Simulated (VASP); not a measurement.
Here is a VASP 6.6.1 calculation.

The input INCAR:

```
SYSTEM = Y3N
PREC     = Accurate       ! precision mode
ENCUT    = 600            ! plane-wave cutoff, eV
EDIFF    = 1E-6           ! SCF threshold, eV
ISMEAR   = 0              ! smearing method
SIGMA    = 0.1            ! smearing width, eV
LREAL    = .False.        ! projectors in reciprocal space
LASPH    = .True.         ! aspherical terms in the spheres
NELM     = 80             ! most SCF steps
ALGO     = Normal         ! electronic algorithm
ISIF     = 3              ! what is computed and relaxed
LWAVE    = .False.        ! write WAVECAR
LCHARG   = .False.        ! write CHGCAR
GGA      = PE             ! functional
IBRION   = 2              ! ionic algorithm
NSW      = 90             ! ionic steps
EDIFFG   = -0.04          ! ionic threshold
```

Contents of KPOINTS:

```
Automatic mesh
0
Gamma
  6 6 6
  0 0 0
```

The input POSCAR:

```
Y3N
1.0
    0.0000000000      3.2225516500      3.2225516500
    3.2225516500      0.0000000000      3.2225516500
    3.2225516500      3.2225516500      0.0000000000
Y N
3 1
Direct
    0.2500000000      0.2500000000      0.2500000000
    0.7500000000      0.7500000000      0.7500000000
    0.5000000000      0.5000000000      0.5000000000
    0.0000000000      0.0000000000      0.0000000000
```

Potentials or basis: VASP PAW PBE potentials, release 64 (Y_sv, N).

Launch:

```sh
$ cat potpaw_PBE.64/Y_sv/POTCAR potpaw_PBE.64/N/POTCAR > POTCAR
$ mpirun -np 1 vasp_std > vasp.out
```

Task: Estimate the band gap on the k mesh.

Result: Zero (bands 19 and 20 overlap by 0.45 eV).

Task: What does it give for the relaxed volume?

Result: 23.37 Å³/atom.

Task: What does it give for the relaxed cell?

Result: a = 5.094 Å, b = 5.094 Å, c = 5.094 Å, α = 60.00°, β = 60.00°, γ = 60.00°.

Task: Predict the space group after relaxing (to 0.1 Å).

Result: Fm-3m (No. 225).

Step by step:
| step | energy change (eV) | largest force (eV/Å) | pressure (GPa) | volume (Å³) |
| --- | --- | --- | --- | --- |
| 1 | 0.0000 | 0.0000 | 22.35 | 66.93 |
| 2 | -1.5007 | 0.0000 | 0.54 | 92.18 |
| 3 | -1.5025 | 0.0000 | -0.09 | 93.49 |

Caveat: the volume moved by over 15 % at a fixed basis, so the end points are rough.
